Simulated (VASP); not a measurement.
A run of VASP 6.6.1:

INCAR

```
ALGO = Normal
EDIFF = 1E-8
ENCUT = 520
GGA = CA
IBRION = 8
ISIF = 2
ISMEAR = -1
LASPH = T
LCHARG = F
LREAL = F
LWAVE = F
NELM = 80
NSW = 1
PREC = Accurate
SIGMA = 0.05
```

File KPOINTS:

```
k-points
0
Gamma
  5 5 5
```

POSCAR

```
TePb
1.0
    0.0000000000      3.2310000000      3.2310000000
    3.2310000000      0.0000000000      3.2310000000
    3.2310000000      3.2310000000      0.0000000000
Pb Te
1 1
Direct
    0.0000000000      0.0000000000      0.0000000000
    0.5000000000      0.5000000000      0.5000000000
```

Potentials or basis: VASP PAW LDA potentials, release 64 (Pb_d, Te).

The run is started by

```sh
$ cat potpaw_LDA.64/Pb_d/POTCAR potpaw_LDA.64/Te/POTCAR > POTCAR
$ mpirun -np 1 vasp_std > vasp.out
```

Hardware: 1 thread of Intel(R) Xeon(R) Platinum 8259CL CPU @ 2.50GHz (Skylake/Cascade Lake), on a shared host.

Q: Estimate the wall time of this run.

A: It took 66 s on 1 thread of Intel(R) Xeon(R) Platinum 8259CL CPU @ 2.50GHz (Skylake/Cascade Lake), with other jobs on the host, peak memory 0.23 GiB. Counts: scf iterations 39, k points 10.
